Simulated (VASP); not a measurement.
Crystal: GdO.

```
CELL_PARAMETERS angstrom
0.00000 2.71788 2.71788
2.71788 0.00000 2.71788
2.71788 2.71788 0.00000
ATOMIC_POSITIONS crystal
Gd 0.00000 0.00000 0.00000
O 0.75000 0.75000 0.75000
```

Base run:

```yaml
Program: VASP 6.6.1
Functional: PBEsol
Potentials_or_basis: VASP PAW PBE potentials, release 64 (Gd, O)
Cutoff: 520 eV
k_mesh: 9 × 9 × 9
Occupations: fermi-dirac, width 0.05 eV
Spin: collinear spin, ferromagnetic start
Starting_moments: "[7.0, 0.0] μB"
```

Its results: pressure -6.0 GPa; net moment 7.52 μB per cell; site moments Gd +6.86; O -0.03 μB.

Problem. The run is repeated on the same cell with these changes: functional from PBEsol to LDA. What comes out?

Solution. Pressure -8.9 GPa; net moment 6.86 μB per cell; site moments Gd +6.64; O -0.05 μB.

LDA binds more tightly than PBEsol, so the same cell stands under less pressure.

Caveats: the PAW data sets were made with another functional, which shifts forces and pressure a little; a cell with one magnetic atom can't hold antiferromagnetic order, which such compounds often take.
